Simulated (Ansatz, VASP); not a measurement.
**Two plane-wave programs on Al**

INCAR

```
PREC = Accurate ; ENCUT = 600
EDIFF = 1E-7 ; ISMEAR = -1
SIGMA = 0.1 ; LREAL = False
LASPH = True ; NELM = 80
ALGO = Normal ; ISIF = 3
LWAVE = False ; LCHARG = False
GGA = RE ; IBRION = 2
NSW = 80 ; EDIFFG = -0.01
```

Contents of KPOINTS:

```
Automatic mesh
0
Gamma
  10 10 10
```

File POSCAR:

```
Al
1.0
    0.0000000000      2.8194727963      2.8194727963
    2.8194727963      0.0000000000      2.8194727963
    2.8194727963      2.8194727963      0.0000000000
Al
2
Direct
    0.1250000000      0.1250000000      0.1250000000
    0.8750000000      0.8750000000      0.8750000000
```

Input for Ansatz:

```yaml
crystal:
  lattice:
    - [0.0, 2.8194727963, 2.8194727963]
    - [2.8194727963, 0.0, 2.8194727963]
    - [2.8194727963, 2.8194727963, 0.0]
  atoms:
    - { symbol: Al, position: [0.125, 0.125, 0.125] }
    - { symbol: Al, position: [0.875, 0.875, 0.875] }
hamiltonian:
  xc: revpbe
  pseudopotentials:
    kind: paw
    azcp:
      Al: "pseudopotentials/Al.paw.azcp"
basis:
  ecutwfc: 420
  fft_grid_basis: typed
kpoints:
  mp_grid: { grid: [10, 10, 10], shift: [0, 0, 0] }
magnetization:
  spin_polarized: false
scf:
  occupations: { method: fermi_dirac, width: 0.1 }
relax:
  max_steps: 60
  f_tol: 0.01
  cell: {}
output:
  write_density: true
  write_potential: true
  elf: true
  volumetric_format: npy
```

Alike in both runs: task relaxation of cell and atoms; functional revPBE; k mesh 10 × 10 × 10; occupations fermi-dirac, width 0.1 eV; no spin polarisation.

```csv
,VASP,Ansatz
version,VASP 6.6.1,Ansatz 0.2.0
potentials or method,"VASP PAW PBE potentials, release 64 (Al), cutoff 600 eV","plane waves (420 eV) with PAW, scalar-relativistic"
valence electrons in the cell,6,6
```

|  | VASP | Ansatz | Ansatz less VASP |
| --- | --- | --- | --- |
| relaxed volume (Å³/atom) | 28.13 | 28.16 | +0.035 |
| relaxed cell length with the largest relative difference (Å) | 4.301 | 4.303 | +0.0018 |

VASP's potentials were made for PBE, not for revPBE.

Noted on VASP's run: the volume moved by over 15 % at a fixed basis, so the end points are rough.
